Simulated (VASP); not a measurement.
A run of VASP 6.6.1:

INCAR

```
PREC = Accurate
ENCUT = 520
EDIFF = 1E-6
ISMEAR = -1
SIGMA = 0.05
LREAL = F
LASPH = T
NELM = 60
ALGO = Normal
ISIF = 2
LWAVE = F
LCHARG = T
GGA = PS
LELF = T
LVHAR = T
NBANDS = 11
```

The input KPOINTS:

```
regular mesh
0
Gamma
  8 8 8
```

File POSCAR:

```
Ca
1.0
    0.0000000000      2.5464649565      2.5464649565
    2.5464649565      0.0000000000      2.5464649565
    2.5464649565      2.5464649565      0.0000000000
Ca
1
Direct
    0.0000000000      0.0000000000      0.0000000000
```

Potentials or basis: VASP PAW PBE potentials, release 64 (Ca_sv).

The run is started by

```sh
$ cat potpaw_PBE.64/Ca_sv/POTCAR > POTCAR
$ mpirun -np 1 vasp_std > vasp.out
```

Hardware: 1 thread of Intel(R) Xeon(R) Platinum 8375C CPU @ 2.90GHz (Ice Lake), with other jobs on the host.

**Question.** Estimate the wall time of this run.

**Answer.** Wall time 10 s on 1 thread of Intel(R) Xeon(R) Platinum 8375C CPU @ 2.90GHz (Ice Lake) (shared host), peak memory 0.16 GiB. Counts: scf iterations 10, k points 29.
